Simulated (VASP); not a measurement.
**TaN: single point with PBEsol**

The system is TaN.

```xyz
4
Lattice="3.6630 0.0000 0.0000 0.0000 3.6630 0.0000 0.0000 0.0000 4.5605" Properties=species:S:1:pos:R:3 pbc="T T T"
Ta    0.0000    1.8315    0.0000
Ta    1.8315    0.0000    2.2802
N     0.0000    0.0000    1.1401
N     0.0000    0.0000    3.4204
```

```json
{
 "Program": "VASP 6.6.1",
 "Task": "single point",
 "Functional": "PBEsol",
 "Potentials or basis": "VASP PAW PBE potentials, release 64 (Ta_pv, N)",
 "Cutoff": "520 eV",
 "k mesh": "4 × 4 × 4",
 "Occupations": "fermi-dirac, width 0.05 eV",
 "Spin": "no spin polarisation",
 "Dipole correction": "no",
 "Further INCAR settings": "ALGO = Normal; EDIFF = 1e-06; NBANDS = 24"
}
```

| Property | Result |
| --- | --- |
| Pressure | -24.9 GPa |
| Band gap on the k mesh | zero (band 16 reaches 5.08 eV, above the bottom of band 17 at 4.29 eV) |

Stress tensor (GPa, compression positive):
```
-35.37   0.00   0.00
  0.00 -35.37   0.00
  0.00   0.00  -3.85
```

Levels at points of the mesh, in eV from the Fermi level:
```tsv
k point	band 14	band 15	band 16	band 17	band 18	band 19
(0.00, 0.00, 0.00)	-3.46	-1.62	0.32	1.34	1.41	1.84
(0.50, 0.00, 0.00)	-2.10	-0.10	0.05	0.24	0.25	0.83
(0.50, 0.50, 0.00)	-2.31	-0.90	-0.46	-0.46	0.08	2.15
(0.00, 0.00, 0.50)	-3.22	-2.74	-2.74	1.22	1.22	1.65
(0.50, 0.00, 0.50)	-2.30	-2.26	-1.07	0.79	1.46	1.83
(0.50, 0.50, 0.50)	-3.11	-1.59	-1.59	1.02	1.02	2.67
```

Run time: 15 s on 1 thread of Intel(R) Xeon(R) Platinum 8488C (Sapphire Rapids) (shared host), peak memory 0.18 GiB.

Caveat: the k points lie up to 0.43 Å⁻¹ apart; the PAW data sets were made with another functional, which shifts forces and pressure a little; spin-orbit coupling is left out, which moves the levels of the heavy elements.
